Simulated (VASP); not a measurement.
Runs of VASP 6.6.1 on BaS. The structure is that of space group Fm-3m (No. 225), or close to it. The cells are those of the table. 

```tsv
task	cell	gap on the mesh (eV)	pressure (GPa)
electric field gradients	a = 4.424 Å, angles 60.0°, 2 atoms	1.99	4.8
single point	a = 4.576 Å, angles 60.0°, 2 atoms	2.17	-0.3
single point	a = 4.486 Å, angles 60.0°, 2 atoms	2.07	2.4
single point	a = 4.479 Å, angles 60.0°, 2 atoms	2.06	(a)
single point	a = 4.591 Å, angles 60.0°, 2 atoms	2.18	-0.7
single point	a = 4.440 Å, angles 60.0°, 2 atoms	2.01	4.2
single point	a = 4.554 Å, angles 60.0°, 2 atoms	2.15	0.3
electric field gradients	a = 4.517 Å, angles 60.0°, 2 atoms	2.11	(b)
```

Alike in all rows: level PBE; potentials or basis VASP PAW PBE potentials, release 64 (Ba_sv, S); no spin polarisation; k mesh 8 × 8 × 8; cutoff (eV) 520; smearing fermi-dirac 0.02 eV.

Estimate the missing entries.

(a) 2.7; (b) 1.4.

Caveats: spin-orbit coupling is left out, which moves the levels of the heavy elements; the cell stands under pressure (at least some runs).

A k mesh can miss the band edges, and the runs leave out spin-orbit coupling on Ba.
